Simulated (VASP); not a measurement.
# NaRu3 (P6/mmm) in VASP: a series of runs

The runs below take NaRu3 through single point, relaxation of cell and atoms, with PBE.

Everything below comes from runs of VASP 6.6.1. Logs are shortened: lines on timing, memory, paths and dates and some standing lists are left out, and cuts for length are marked.

## Step 1: The cell of the first run

It takes space group P6/mmm (No. 191, hexagonal). Conventional cell: a = 5.585 Å, b = 5.585 Å, c = 2.394 Å, α = 90.00°, β = 90.00°, γ = 120.00°. Na (site symmetry 6/mmm) has 2 Na at 2.39 Å and 6 Ru at 2.79 Å within 3.2 Å. Ru (site symmetry mmm) has 6 Ru at 2.39 to 2.79 Å and 2 Na at 2.79 Å within 3.2 Å.

The cell was built from a structure type or drawn by symmetry, and may not be a known phase.

## Step 2: Single point, PBE

INCAR

```
PREC = Accurate
ENCUT = 520
EDIFF = 1E-6
ISMEAR = 0
SIGMA = 0.1
LREAL = False
LASPH = True
NELM = 60
ALGO = Normal
ISIF = 2
LWAVE = False
LCHARG = False
GGA = PE
NBANDS = 32
```

KPOINTS

```
regular mesh
0
Gamma
  6 6 4
```

POSCAR

```
NaRu3
1.0
    5.5845732995      0.0000000000      0.0000000000
   -2.7922866498      4.8363823467      0.0000000000
    0.0000000000      0.0000000000      2.3937494369
Na Ru
1 3
Direct
    0.0000000000      0.0000000000      0.5000000000
    0.5000000000      0.0000000000      0.5000000000
    0.0000000000      0.5000000000      0.5000000000
    0.5000000000      0.5000000000      0.5000000000
```

Potentials or basis: VASP PAW PBE potentials, release 64 (Na_pv, Ru_pv).

Command:

```console
cat potpaw_PBE.64/Na_pv/POTCAR potpaw_PBE.64/Ru_pv/POTCAR > POTCAR
mpirun -np 1 vasp_std > vasp.out
```

OUTCAR:

```text
PREC = Accurate
   ENCUT = 520
   EDIFF = 1E-6
   ISMEAR = 0
   LREAL = False
   LASPH = True
   NELM = 60
   ISIF = 2
   GGA = PE

 ion  position               nearest neighbor table
   1  0.000  0.000  0.500-   2 2.79   2 2.79   4 2.79   4 2.79   3 2.79   3 2.79
   2  0.500  0.000  0.500-   1 2.79   1 2.79   3 2.79   3 2.79   4 2.79   4 2.79
   3  0.000  0.500  0.500-   4 2.79   4 2.79   2 2.79   2 2.79   1 2.79   1 2.79
   4  0.500  0.500  0.500-   3 2.79   3 2.79   1 2.79   1 2.79   2 2.79   2 2.79

  LATTYP: Found a hexagonal cell.
 ALAT       =     5.5845732995
 C/A-ratio  =     0.4286360494

  Lattice vectors:

 A1 = (   5.5845732995,   0.0000000000,   0.0000000000)
 A2 = (  -2.7922866498,   4.8363823467,   0.0000000000)
 A3 = (   0.0000000000,   0.0000000000,   2.3937494369)

Analysis of symmetry for initial positions (statically):
=====================================================================
 Subroutine PRICEL returns:
 Original cell was already a primitive cell.

 Routine SETGRP: Setting up the symmetry group for a
 hexagonal supercell.

 Subroutine GETGRP returns: Found 24 space group operations
 (whereof 24 operations were pure point group operations)
 out of a pool of 24 trial point group operations.

The static configuration has the point symmetry D_6h.

Analysis of symmetry for dynamics (positions and initial velocities):
=====================================================================
 Subroutine PRICEL returns:
 Original cell was already a primitive cell.

 Routine SETGRP: Setting up the symmetry group for a
 hexagonal supercell.

 Subroutine GETGRP returns: Found 24 space group operations
 (whereof 24 operations were pure point group operations)
 out of a pool of 24 trial point group operations.

The dynamic configuration has the point symmetry D_6h.

 Subroutine INISYM returns: Found 24 space group operations
 (whereof 24 operations are pure point group operations),
 and found     1 'primitive' translations

----------------------------------------------------------------------------------------

                                     Primitive cell

  volume of cell :      64.6531

  direct lattice vectors                    reciprocal lattice vectors
     5.584573299  0.000000000  0.000000000     0.179064710  0.103383059  0.000000000
    -2.792286650  4.836382347  0.000000000     0.000000000  0.206766117  0.000000000
     0.000000000  0.000000000  2.393749437     0.000000000  0.000000000  0.417754667

  length of vectors
     5.584573299  5.584573300  2.393749437     0.206766117  0.206766117  0.417754667

  position of ions in fractional coordinates (direct lattice)
     0.000000000  0.000000000  0.500000000
     0.500000000  0.000000000  0.500000000
     0.000000000  0.500000000  0.500000000
     0.500000000  0.500000000  0.500000000

  ion indices of the primitive-cell ions
   primitive index   ion index
                 1           1
                 2           2
                 3           3
                 4           4

----------------------------------------------------------------------------------------

 KPOINTS: regular mesh

Automatic generation of k-mesh.
 Grid dimensions read from file:
 generate k-points for:    6    6    4

 Generating k-lattice:

  Cartesian coordinates                     Fractional coordinates (reciprocal lattice)
     0.029844118  0.017230510  0.000000000     0.166666667  0.000000000  0.000000000
     0.000000000  0.034461020  0.000000000     0.000000000  0.166666667  0.000000000
     0.000000000  0.000000000  0.104438667     0.000000000  0.000000000  0.250000000

  Length of vectors
     0.034461020  0.034461020  0.104438667

  Shift w.r.t. Gamma in fractional coordinates (k-lattice)
     0.000000000  0.000000000  0.000000000

 Subroutine IBZKPT returns following result:
 ===========================================

 Found     21 irreducible k-points:

 Following reciprocal coordinates:
            Coordinates               Weight
  0.000000  0.000000  0.000000      1.000000
  0.166667  0.000000  0.000000      6.000000
  0.333333  0.000000  0.000000      6.000000
  0.500000  0.000000  0.000000      3.000000
  0.166667  0.166667  0.000000      6.000000
  0.333333  0.166667  0.000000     12.000000
[... 13 lines left out ...]
  0.333333  0.166667  0.500000     12.000000
  0.333333  0.333333  0.500000      2.000000
   k-points           NKPTS =     21   k-points in BZ     NKDIM =     21   number of bands    NBANDS=     32
   number of dos      NEDOS =    301   number of ions     NIONS =      4
   total plane-waves  NPLWV =  31752
   dimension x,y,z NGX =    42 NGY =   42 NGZ =   18
   dimension x,y,z NGXF=    84 NGYF=   84 NGZF=   36
   ions per type =               1   3
   NGX,Y,Z   is equivalent  to a cutoff of  12.50, 12.50, 12.50 a.u.
   NGXF,Y,Z  is equivalent  to a cutoff of  25.01, 25.01, 25.00 a.u.
 SYSTEM =  unknown system
   PREC   = accura    normal or accurate (medium, high low for compatibility)
   ISTART =      0    job   : 0-new  1-cont  2-samecut
   ICHARG =      2    charge: 1-file 2-atom 10-const
   ISPIN  =      1    spin polarized calculation?
   LNONCOLLINEAR =      F non collinear calculations
   LSORBIT =      F    spin-orbit coupling
   LASPH  =      T    aspherical Exc in radial PAW
   ENCUT  =  520.0 eV  38.22 Ry    6.18 a.u.  10.38 10.38  4.45*2*pi/ulx,y,z
   NELM   =     60;   NELMIN=  2; NELMDL= -5     # of ELM steps
   EDIFF  = 0.1E-05   stopping-criterion for ELM
   LREAL  =      F    real-space projection
   EDIFFG = 0.1E-04   stopping-criterion for IOM
   NSW    =      0    number of steps for IOM
   IBRION =     -1    ionic relax: 0-MD 1-quasi-New 2-CG
   NFREE  =      0    steps in history (QN), initial steepest desc. (CG)
   ISIF   =      2    stress and relaxation
   ISYM   =      2    0-nonsym 1-usesym 2-fastsym
   POTIM  = 0.5000    time-step for ionic-motion
   TEBEG  =    0.0;   TEEND  =   0.0 temperature during run
   PSTRESS=    0.0 pullay stress
   NELECT =      49.0000    total number of electrons
   NUPDOWN=      -1.0000    fix difference up-down
   EMIN   =  10.00;   EMAX   =-10.00  energy-range for DOS
   EFERMI =   0.00;   METHOD = LEGACY
   ISMEAR =     0;   SIGMA  =   0.10  broadening in eV -4-tet -1-fermi 0-gaus
   EFERMI_NEDOS =   21; number of points for ismear=-14 and -15
   IALGO  =     38    algorithm
   IMIX   =      4    mixing-type and parameters
     AMIX     =   0.40;   BMIX     =  1.00
     AMIX_MAG =   1.60;   BMIX_MAG =  1.00
  volume/ion in A,a.u.               =      16.16       109.08
  Fermi-wavevector in a.u.,A,eV,Ry     =   1.492601  2.820607 30.311848  2.227858
  Thomas-Fermi vector in A             =   2.605108
   LORBIT       =      0    0 simple, 1 ext, 2 COOP (PROOUT), +10 PAW based schemes
   GGA     = PE    functional components
   LHFCALC =     F    Hartree Fock is set to
   AEXX    =    0.0000 exact exchange contribution
   IVDW    =     0    specifies the selected vdW correction
   LEPSILON=     F    determine dielectric tensor
   LRPA    =     F    only Hartree local field effects (RPA)
 non-spin polarized calculation
 Gauss-broadening in eV      SIGMA  =   0.10
  energy-cutoff  :      520.00
  volume of cell :       64.65
 maximum number of plane-waves:      1779
 NGX is ok and might be reduce to    42
   NGX = 21   NGY = 21   NGZ =  9

 number of electron      49.0000022 magnetization

 Free energy of the ion-electron system (eV)
  ---------------------------------------------------
  ext. energy  EPLUGINS =         0.00000000
  ---------------------------------------------------
  free energy    TOTEN  =       -24.85862555 eV

  energy without entropy =      -24.79703531  energy(sigma->0) =      -24.82783043

 E-fermi :   7.9768     XC(G=0): -11.9881

 val. band max:        7.9701901409   @ k =   0.1667   0.1667   0.2500
 cond. band min:       7.9776393919   @ k =   0.3333   0.0000   0.2500
 fundamental gap:      0.0074492510
 Fermi energy:         7.9768081088

 k-point     1 :       0.0000    0.0000    0.0000
  band No.  band energies     occupation
      1     -34.6766      2.00000
      2     -34.4350      2.00000
      3     -34.4350      2.00000
      4     -34.1613      2.00000
      5     -34.1457      2.00000
      6     -34.1457      2.00000
[... 24 lines left out ...]
     31      10.0861      0.00000
     32      14.2228      0.00000

 k-point     2 :       0.1667    0.0000    0.0000
  band No.  band energies     occupation
      1     -34.6512      2.00000
      2     -34.4317      2.00000
      3     -34.4166      2.00000
      4     -34.1765      2.00000
      5     -34.1758      2.00000
      6     -34.1494      2.00000
[... 24 lines left out ...]
     31      10.4222      0.00000
     32      14.3619      0.00000

 k-point     3 :       0.3333    0.0000    0.0000
  band No.  band energies     occupation
      1     -34.5918      2.00000
      2     -34.4158      2.00000
      3     -34.3663      2.00000
      4     -34.2541      2.00000
      5     -34.2266      2.00000
      6     -34.1509      2.00000
[... 24 lines left out ...]
     31      11.2114      0.00000
     32      14.8994      0.00000

 k-point     4 :       0.5000    0.0000    0.0000
  band No.  band energies     occupation
      1     -34.5564      2.00000
      2     -34.3808      2.00000
      3     -34.3260      2.00000
      4     -34.3029      2.00000
      5     -34.2903      2.00000
      6     -34.1511      2.00000
[... 24 lines left out ...]
     31      11.5113      0.00000
     32      15.5689      0.00000

 k-point     5 :       0.1667    0.1667    0.0000
  band No.  band energies     occupation
      1     -34.6066      2.00000
      2     -34.4279      2.00000
      3     -34.3785      2.00000
      4     -34.2418      2.00000
      5     -34.1813      2.00000
      6     -34.1682      2.00000
[... 479 lines left out ...]
     31      15.3729      0.00000
     32      16.7420      0.00000

 k-point    19 :       0.1667    0.1667    0.5000
  band No.  band energies     occupation
      1     -35.1646      2.00000
      2     -35.1168      2.00000
      3     -35.1048      2.00000
      4     -34.4083      2.00000
      5     -34.2399      2.00000
      6     -34.1939      2.00000
[... 24 lines left out ...]
     31      15.0577      0.00000
     32      16.2875      0.00000

 k-point    20 :       0.3333    0.1667    0.5000
  band No.  band energies     occupation
      1     -35.1527      2.00000
      2     -35.1288      2.00000
      3     -35.1048      2.00000
      4     -34.3520      2.00000
      5     -34.2348      2.00000
      6     -34.1409      2.00000
[... 24 lines left out ...]
     31      14.8668      0.00000
     32      16.7680      0.00000

 k-point    21 :       0.3333    0.3333    0.5000
  band No.  band energies     occupation
      1     -35.1408      2.00000
      2     -35.1408      2.00000
      3     -35.1048      2.00000
      4     -34.2871      2.00000
      5     -34.2871      2.00000
      6     -34.1674      2.00000
[... 24 lines left out ...]
     31      14.8887      0.00000
     32      16.9936      0.00000

------------------------ aborting loop because EDIFF is reached ----------------------------------------

  FORCE on cell =-STRESS in cart. coord.  units (eV):
  Direction    XX          YY          ZZ          XY          YZ          ZX
  --------------------------------------------------------------------------------------
  -------------------------------------------------------------------------------------
  Total        0.0577661      0.0577661      0.1200692     -0.0000000      0.0000000      0.0000000
  in kB        1.4315100      1.4315100      2.9754519     -0.0000000      0.0000000      0.0000000
  external PRESSURE =       1.9461573 kB  Pullay stress =       0.0000000 kB

 VOLUME and BASIS-vectors are now :
 -----------------------------------------------------------------------------
  energy-cutoff  :      520.00
  volume of cell :       64.65
      direct lattice vectors                 reciprocal lattice vectors
     5.584573299  0.000000000  0.000000000     0.179064710  0.103383059  0.000000000
    -2.792286650  4.836382347  0.000000000     0.000000000  0.206766117  0.000000000
     0.000000000  0.000000000  2.393749437     0.000000000  0.000000000  0.417754667

 POSITION                                       TOTAL-FORCE (eV/Angst)
 -----------------------------------------------------------------------------------
      0.00000      0.00000      1.19687        -0.000000      0.000000      0.000000
      2.79229      0.00000      1.19687        -0.000000      0.000000      0.000000
     -1.39614      2.41819      1.19687        -0.000000      0.000000      0.000000
      1.39614      2.41819      1.19687         0.000000      0.000000      0.000000
 -----------------------------------------------------------------------------------
    total drift:                                0.000000     -0.000000      0.000000

  FREE ENERGIE OF THE ION-ELECTRON SYSTEM (eV)
  ---------------------------------------------------
  free  energy   TOTEN  =       -24.8586255523 eV

  energy  without entropy=      -24.7970353111  energy(sigma->0) =      -24.82783043
```

Run time: 20 s. Hardware: 1 thread of Intel Xeon Platinum 8488C (Sapphire Rapids), shared host; peak memory 0.19 GiB.

Results:

```yaml
Free_energy: -24.8586 eV
Pressure: 0.2 GPa
Band_gap_on_the_k_mesh: zero (an odd number of electrons rules out a gap without spin polarisation)
```

Caveat: the k points lie up to 0.66 Å⁻¹ apart, too coarse for converged energies and pressures of a metal.

## Step 3: Relaxation of cell and atoms, PBE

This run uses another cell than the first one, of 16.30 Å³/atom.

INCAR

```
ALGO = Fast
EDIFF = 1E-7
EDIFFG = -0.04
ENCUT = 600
GGA = PE
IBRION = 2
ISIF = 3
ISMEAR = 0
LASPH = T
LCHARG = F
LREAL = F
LWAVE = F
NELM = 80
NSW = 90
PREC = Accurate
SIGMA = 0.1
```

KPOINTS

```
k-points
0
Gamma
  6 6 4
```

POSCAR

```
NaRu3
1.0
    3.9245791900      0.0000000000      0.0000000000
   -1.9622895950      3.3987852777      0.0000000000
    0.0000000000      0.0000000000      4.8876174284
Na Ru
1 3
Direct
    0.0000000000      0.0000000000      0.5000000000
    0.5000000000      0.0000000000      0.5000000000
    0.0000000000      0.5000000000      0.5000000000
    0.5000000000      0.5000000000      0.5000000000
```

Potentials or basis: VASP PAW PBE potentials, release 64 (Na_pv, Ru_pv).

Command:

```console
cat potpaw_PBE.64/Na_pv/POTCAR potpaw_PBE.64/Ru_pv/POTCAR > POTCAR
mpirun -np 1 vasp_std > vasp.out
```

Wall time 21 min (1 thread of Intel Xeon Platinum 8488C (Sapphire Rapids), shared host); peak memory 0.23 GiB.

Results (log left out):

```
Free energy                           : -24.7528 eV
Relaxed volume                        : 16.10 Å³/atom
Relaxed cell                          : a = 5.570 Å, b = 5.570 Å, c = 2.396 Å, α = 90.00°, β = 90.00°, γ = 120.00°
Space group after relaxing (to 0.1 Å) : P6/mmm (No. 191)
Pressure after relaxing               : 0.2 GPa
Band gap on the k mesh                : zero (an odd number of electrons rules out a gap without spin polarisation)
```

Stress tensor (GPa, compression positive):
```
0.24 0.00 0.00
0.00 0.24 0.00
0.00 0.00 0.07
```

Final structure:
```xyz
4
Lattice="5.5704 0.0000 0.0000 -2.7852 4.8241 0.0000 0.0000 0.0000 2.3962" Properties=species:S:1:pos:R:3 pbc="T T T"
Na    0.0000    0.0000    1.1981
Ru    2.7852    0.0000    1.1981
Ru   -1.3926    2.4121    1.1981
Ru    1.3926    2.4121    1.1981
```

Levels at points of the mesh, in eV from the Fermi level:
| k point | band 19 | band 20 | band 21 | band 22 | band 23 | band 24 | band 25 | band 26 | band 27 | band 28 |
| --- | --- | --- | --- | --- | --- | --- | --- | --- | --- | --- |
| (0.00, 0.00, 0.00) | -3.75 | -0.42 | -0.42 | 0.56 | 0.58 | 1.12 | 1.12 | 1.73 | 1.93 | 2.10 |
| (0.50, 0.00, 0.00) | -2.46 | -2.28 | -2.24 | -2.12 | -0.26 | 0.89 | 1.39 | 1.43 | 1.49 | 1.57 |
| (0.00, 0.00, 0.50) | -1.99 | -1.77 | -1.55 | -1.55 | 0.39 | 0.39 | 1.06 | 2.14 | 3.71 | 3.71 |
| (0.50, 0.00, 0.50) | -1.64 | -1.62 | -0.79 | -0.77 | -0.29 | -0.26 | 0.04 | 0.47 | 3.42 | 3.45 |

Caveat: a cell axis changed by over 15 % at a fixed basis, so the end point is rough.
